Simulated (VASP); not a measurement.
# CdTe (P6_3/mmc) in VASP: further runs

The runs below take CdTe through single point, with r2SCAN, PBE.

Program: VASP 6.6.1. These are calculated values, not measurements. Logs are shortened: lines on timing, memory, paths and dates and some standing lists are left out, and cuts for length are marked.

**1. The cell of the first run**

Symmetry: P6_3/mmc, No. 194, hexagonal system. Conventional cell: a = 4.980 Å, b = 4.980 Å, c = 6.752 Å, α = 90.00°, β = 90.00°, γ = 120.00°. Within 3.8 Å of Cd (site symmetry -6m2) lie 5 Te at 2.88 to 3.38 Å. Within 3.8 Å of Te (site symmetry -6m2) lie 5 Cd at 2.88 to 3.38 Å.

**2. Single point, r2SCAN (volume changed by +6%)**

POSCAR reads:

```
CdTe
1.0
    4.9798662820      0.0000000000      0.0000000000
   -2.4899331410      4.3126907076      0.0000000000
    0.0000000000      0.0000000000      6.7521266390
Cd Te
2 2
Direct
    0.3333333333      0.6666666667      0.2500000000
    0.6666666667      0.3333333333      0.7500000000
    0.6666666667      0.3333333333      0.2500000000
    0.3333333333      0.6666666667      0.7500000000
```

INCAR.step1 reads:

```
SYSTEM = CdTe
ALGO = Normal
EDIFF = 1E-4
ENCUT = 520
GGA = PE
ISMEAR = -1
LASPH = .TRUE.
LCHARG = .FALSE.
LREAL = .FALSE.
LWAVE = .TRUE.
NBANDS = 26
NELM = 60
PREC = Accurate
SIGMA = 0.02
```

INCAR.step2 reads:

```
SYSTEM = CdTe
ALGO = Normal
EDIFF = 1E-6
ENCUT = 520
ISIF = 2
ISMEAR = -1
ISTART = 1
LASPH = .TRUE.
LCHARG = .FALSE.
LMIXTAU = .TRUE.
LREAL = .FALSE.
LWAVE = .FALSE.
METAGGA = R2SCAN
NBANDS = 26
NELM = 60
PREC = Accurate
SIGMA = 0.02
```

KPOINTS reads:

```
k-points
0
G
  6 6 4
  0 0 0
```

Potentials or basis: VASP PAW PBE potentials, release 64 (Cd, Te).

Run with:

```bash
> cat potpaw_PBE.64/Cd/POTCAR potpaw_PBE.64/Te/POTCAR > POTCAR
> cp INCAR.step1 INCAR
> mpirun -np 1 vasp_std > vasp.out
> cp INCAR.step2 INCAR
> mpirun -np 1 vasp_std > vasp.out
```

OUTCAR:

```text
SYSTEM = CdTe
   EDIFF = 1E-6
   ENCUT = 520
   ISIF = 2
   ISMEAR = -1
   ISTART = 1
   LASPH = .TRUE.
   LREAL = .FALSE.
   METAGGA = R2SCAN
   NELM = 60
   PREC = Accurate

 ion  position               nearest neighbor table
   1  0.333  0.667  0.250-   3 2.88   3 2.88   3 2.88   4 3.38   4 3.38
   2  0.667  0.333  0.750-   4 2.88   4 2.88   4 2.88   3 3.38   3 3.38
   3  0.667  0.333  0.250-   1 2.88   1 2.88   1 2.88   2 3.38   2 3.38
   4  0.333  0.667  0.750-   2 2.88   2 2.88   2 2.88   1 3.38   1 3.38

  LATTYP: Found a hexagonal cell.
 ALAT       =     4.9798662820
 C/A-ratio  =     1.3558851296

  Lattice vectors:

 A1 = (   4.9798662820,   0.0000000000,   0.0000000000)
 A2 = (  -2.4899331410,   4.3126907076,   0.0000000000)
 A3 = (   0.0000000000,   0.0000000000,   6.7521266390)

Analysis of symmetry for initial positions (statically):
=====================================================================
 Subroutine PRICEL returns:
 Original cell was already a primitive cell.

 Routine SETGRP: Setting up the symmetry group for a
 hexagonal supercell.

 Subroutine GETGRP returns: Found 24 space group operations
 (whereof 12 operations were pure point group operations)
 out of a pool of 24 trial point group operations.

The static configuration has the point symmetry D_3d.
 The point group associated with its full space group is D_6h.

Analysis of symmetry for dynamics (positions and initial velocities):
=====================================================================
 Subroutine PRICEL returns:
 Original cell was already a primitive cell.

 Routine SETGRP: Setting up the symmetry group for a
 hexagonal supercell.

 Subroutine GETGRP returns: Found 24 space group operations
 (whereof 12 operations were pure point group operations)
 out of a pool of 24 trial point group operations.

The dynamic configuration has the point symmetry D_3d.
 The point group associated with its full space group is D_6h.

 Subroutine INISYM returns: Found 24 space group operations
 (whereof 12 operations are pure point group operations),
 and found     1 'primitive' translations

----------------------------------------------------------------------------------------

                                     Primitive cell

  volume of cell :     145.0129

  direct lattice vectors                    reciprocal lattice vectors
     4.979866282  0.000000000  0.000000000     0.200808605  0.115936902  0.000000000
    -2.489933141  4.312690708  0.000000000     0.000000000  0.231873804  0.000000000
     0.000000000  0.000000000  6.752126639     0.000000000  0.000000000  0.148101488

  length of vectors
     4.979866282  4.979866282  6.752126639     0.231873804  0.231873804  0.148101488

  position of ions in fractional coordinates (direct lattice)
     0.333333333  0.666666667  0.250000000
     0.666666667  0.333333333  0.750000000
     0.666666667  0.333333333  0.250000000
     0.333333333  0.666666667  0.750000000

  ion indices of the primitive-cell ions
   primitive index   ion index
                 1           1
                 2           2
                 3           3
                 4           4

----------------------------------------------------------------------------------------

 KPOINTS: k-points

Automatic generation of k-mesh.
 Grid dimensions read from file:
 generate k-points for:    6    6    4

 Generating k-lattice:

  Cartesian coordinates                     Fractional coordinates (reciprocal lattice)
     0.033468101  0.019322817  0.000000000     0.166666667  0.000000000  0.000000000
     0.000000000  0.038645634  0.000000000     0.000000000  0.166666667  0.000000000
     0.000000000  0.000000000  0.037025372     0.000000000  0.000000000  0.250000000

  Length of vectors
     0.038645634  0.038645634  0.037025372

  Shift w.r.t. Gamma in fractional coordinates (k-lattice)
     0.000000000  0.000000000  0.000000000

 Subroutine IBZKPT returns following result:
 ===========================================

 Found     21 irreducible k-points:

 Following reciprocal coordinates:
            Coordinates               Weight
  0.000000  0.000000  0.000000      1.000000
  0.166667 -0.000000  0.000000      6.000000
  0.333333  0.000000  0.000000      6.000000
  0.500000  0.000000  0.000000      3.000000
  0.166667  0.166667  0.000000      6.000000
  0.333333  0.166667  0.000000     12.000000
[... 13 lines left out ...]
  0.333333  0.166667  0.500000     12.000000
  0.333333  0.333333  0.500000      2.000000
   k-points           NKPTS =     21   k-points in BZ     NKDIM =     21   number of bands    NBANDS=     26
   number of dos      NEDOS =    301   number of ions     NIONS =      4
   total plane-waves  NPLWV =  80000
   dimension x,y,z NGX =    40 NGY =   40 NGZ =   50
   dimension x,y,z NGXF=    80 NGYF=   80 NGZF=  100
   ions per type =               2   2
   NGX,Y,Z   is equivalent  to a cutoff of  13.35, 13.35, 12.31 a.u.
   NGXF,Y,Z  is equivalent  to a cutoff of  26.71, 26.71, 24.62 a.u.
 SYSTEM =  CdTe
   PREC   = accura    normal or accurate (medium, high low for compatibility)
   ISTART =      1    job   : 0-new  1-cont  2-samecut
   ICHARG =      0    charge: 1-file 2-atom 10-const
   ISPIN  =      1    spin polarized calculation?
   LNONCOLLINEAR =      F non collinear calculations
   LSORBIT =      F    spin-orbit coupling
   LASPH  =      T    aspherical Exc in radial PAW
   ENCUT  =  520.0 eV  38.22 Ry    6.18 a.u.   9.26  9.26 12.55*2*pi/ulx,y,z
   NELM   =     60;   NELMIN=  2; NELMDL=  0     # of ELM steps
   EDIFF  = 0.1E-05   stopping-criterion for ELM
   LREAL  =      F    real-space projection
   EDIFFG = 0.1E-04   stopping-criterion for IOM
   NSW    =      0    number of steps for IOM
   IBRION =     -1    ionic relax: 0-MD 1-quasi-New 2-CG
   NFREE  =      0    steps in history (QN), initial steepest desc. (CG)
   ISIF   =      2    stress and relaxation
   ISYM   =      2    0-nonsym 1-usesym 2-fastsym
   POTIM  = 0.5000    time-step for ionic-motion
   TEBEG  =    0.0;   TEEND  =   0.0 temperature during run
   PSTRESS=    0.0 pullay stress
   NELECT =      36.0000    total number of electrons
   NUPDOWN=      -1.0000    fix difference up-down
   EMIN   =  10.00;   EMAX   =-10.00  energy-range for DOS
   EFERMI =   0.00;   METHOD = LEGACY
   ISMEAR =    -1;   SIGMA  =   0.02  broadening in eV -4-tet -1-fermi 0-gaus
   EFERMI_NEDOS =   21; number of points for ismear=-14 and -15
   IALGO  =     38    algorithm
   IMIX   =      4    mixing-type and parameters
     AMIX     =   0.40;   BMIX     =  1.00
     AMIX_MAG =   1.60;   BMIX_MAG =  1.00
  volume/ion in A,a.u.               =      36.25       244.65
  Fermi-wavevector in a.u.,A,eV,Ry     =   1.028901  1.944340 14.403627  1.058637
  Thomas-Fermi vector in A             =   2.162921
   LORBIT       =      0    0 simple, 1 ext, 2 COOP (PROOUT), +10 PAW based schemes
   METAGGA = R2SCAN    functional components
   LHFCALC =     F    Hartree Fock is set to
   AEXX    =    0.0000 exact exchange contribution
   IVDW    =     0    specifies the selected vdW correction
   LEPSILON=     F    determine dielectric tensor
   LRPA    =     F    only Hartree local field effects (RPA)
 non-spin polarized calculation
  energy-cutoff  :      520.00
  volume of cell :      145.01
 maximum number of plane-waves:      3937
 NGX is ok and might be reduce to    40
   NGX = 19   NGY = 19   NGZ = 25

 number of electron      35.9999995 magnetization

 Free energy of the ion-electron system (eV)
  ---------------------------------------------------
  ext. energy  EPLUGINS =         0.00000000
  ---------------------------------------------------
  free energy    TOTEN  =       -92.63689670 eV

  energy without entropy =      -92.63681484  energy(sigma->0) =      -92.63685577

 E-fermi :   1.7604     XC(G=0):  -8.8257

 val. band max:        1.6410665585   @ k =   0.1667  -0.0000   0.0000
 cond. band min:       1.8346760181   @ k =   0.0000   0.0000   0.0000
 fundamental gap:      0.1936094596
 Fermi energy:         1.7603682641

 k-point     1 :       0.0000    0.0000    0.0000
  band No.  band energies     occupation
      1      -9.5206      2.00000
      2      -9.0268      2.00000
      3      -6.9085      2.00000
      4      -6.9085      2.00000
      5      -6.9041      2.00000
      6      -6.9041      2.00000
[... 18 lines left out ...]
     25       8.5027      0.00000
     26       8.8053      0.00000

 k-point     2 :       0.1667   -0.0000    0.0000
  band No.  band energies     occupation
      1      -9.4389      2.00000
      2      -9.0023      2.00000
      3      -6.8861      2.00000
      4      -6.8821      2.00000
      5      -6.8785      2.00000
      6      -6.8685      2.00000
[... 18 lines left out ...]
     25       8.0330      0.00000
     26       8.9869      0.00000

 k-point     3 :       0.3333    0.0000    0.0000
  band No.  band energies     occupation
      1      -9.2557      2.00000
      2      -8.9703      2.00000
      3      -6.8399      2.00000
      4      -6.8258      2.00000
      5      -6.8173      2.00000
      6      -6.7806      2.00000
[... 18 lines left out ...]
     25       8.5000      0.00000
     26       8.7864      0.00000

 k-point     4 :       0.5000    0.0000    0.0000
  band No.  band energies     occupation
      1      -9.1403      2.00000
      2      -8.9769      2.00000
      3      -6.8162      2.00000
      4      -6.7985      2.00000
      5      -6.7728      2.00000
      6      -6.7531      2.00000
[... 18 lines left out ...]
     25       9.1483      0.00000
     26       9.5803      0.00000

 k-point     5 :       0.1667    0.1667    0.0000
  band No.  band energies     occupation
      1      -9.3052      2.00000
      2      -8.9750      2.00000
      3      -6.8578      2.00000
      4      -6.8458      2.00000
      5      -6.8273      2.00000
      6      -6.8020      2.00000
[... 18 lines left out ...]
     25       8.1143      0.00000
     26       9.2378      0.00000

 k-point     6 :       0.3333    0.1667    0.0000
  band No.  band energies     occupation
      1      -9.1408      2.00000
      2      -8.9769      2.00000
      3      -6.8200      2.00000
      4      -6.8029      2.00000
      5      -6.7743      2.00000
      6      -6.7601      2.00000
[... 340 lines left out ...]
 k-point    18 :       0.5000    0.0000    0.5000
  band No.  band energies     occupation
      1      -9.0090      2.00000
      2      -9.0090      2.00000
      3      -6.8120      2.00000
      4      -6.8120      2.00000
      5      -6.8020      2.00000
      6      -6.8020      2.00000
[... 18 lines left out ...]
     25       9.4147      0.00000
     26       9.4147      0.00000

 k-point    19 :       0.1667    0.1667    0.5000
  band No.  band energies     occupation
      1      -9.0941      2.00000
      2      -9.0941      2.00000
      3      -6.8586      2.00000
      4      -6.8586      2.00000
      5      -6.8327      2.00000
      6      -6.8327      2.00000
[... 18 lines left out ...]
     25       8.2965      0.00000
     26       8.2965      0.00000

 k-point    20 :       0.3333    0.1667    0.5000
  band No.  band energies     occupation
      1      -9.0091      2.00000
      2      -9.0091      2.00000
      3      -6.8211      2.00000
      4      -6.8211      2.00000
      5      -6.7996      2.00000
      6      -6.7996      2.00000
[... 18 lines left out ...]
     25       8.9408      0.00000
     26       8.9408      0.00000

 k-point    21 :       0.3333    0.3333    0.5000
  band No.  band energies     occupation
      1      -8.9810      2.00000
      2      -8.9810      2.00000
      3      -6.8122      2.00000
      4      -6.8122      2.00000
      5      -6.7935      2.00000
      6      -6.7935      2.00000
[... 18 lines left out ...]
     25       7.8085      0.00000
     26       7.8085      0.00000

------------------------ aborting loop because EDIFF is reached ----------------------------------------

  FORCE on cell =-STRESS in cart. coord.  units (eV):
  Direction    XX          YY          ZZ          XY          YZ          ZX
  --------------------------------------------------------------------------------------
  -------------------------------------------------------------------------------------
  Total       -2.0893154     -2.0893154     -1.2805504      0.0000000      0.0000000      0.0000000
  in kB      -23.0838379    -23.0838379    -14.1481837      0.0000000      0.0000000      0.0000000
  external PRESSURE =     -20.1052865 kB  Pullay stress =       0.0000000 kB

 VOLUME and BASIS-vectors are now :
 -----------------------------------------------------------------------------
  energy-cutoff  :      520.00
  volume of cell :      145.01
      direct lattice vectors                 reciprocal lattice vectors
     4.979866282  0.000000000  0.000000000     0.200808605  0.115936902  0.000000000
    -2.489933141  4.312690708  0.000000000     0.000000000  0.231873804  0.000000000
     0.000000000  0.000000000  6.752126639     0.000000000  0.000000000  0.148101488

 POSITION                                       TOTAL-FORCE (eV/Angst)
 -----------------------------------------------------------------------------------
     -0.00000      2.87513      1.68803        -0.000000      0.000000     -0.000000
      2.48993      1.43756      5.06409         0.000000     -0.000000     -0.000000
      2.48993      1.43756      1.68803         0.000000      0.000000      0.000000
     -0.00000      2.87513      5.06409        -0.000000      0.000000      0.000000
 -----------------------------------------------------------------------------------
    total drift:                               -0.000000      0.000000      0.000000

  FREE ENERGIE OF THE ION-ELECTRON SYSTEM (eV)
  ---------------------------------------------------
  free  energy   TOTEN  =       -92.6368967040 eV

  energy  without entropy=      -92.6368148407  energy(sigma->0) =      -92.63685577
```

Run time: 2.2 min. Hardware: 1 thread of Intel Xeon 6975P-C (Granite Rapids), shared host; peak memory 0.33 GiB.

What came out:

| Quantity | Value |
| --- | --- |
| Free energy | -92.6369 eV |
| Pressure | -2.0 GPa |
| Band gap on the k mesh | 0.19 eV, indirect (least direct gap 0.30 eV) |

Stress tensor (GPa, compression positive):
```
-2.31  0.00  0.00
 0.00 -2.31  0.00
 0.00  0.00 -1.41
```

Caveat: the PAW data sets were made with another functional, which shifts forces and pressure a little; spin-orbit coupling is left out, which moves the levels of the heavy elements.

[end of part 1 of 2]
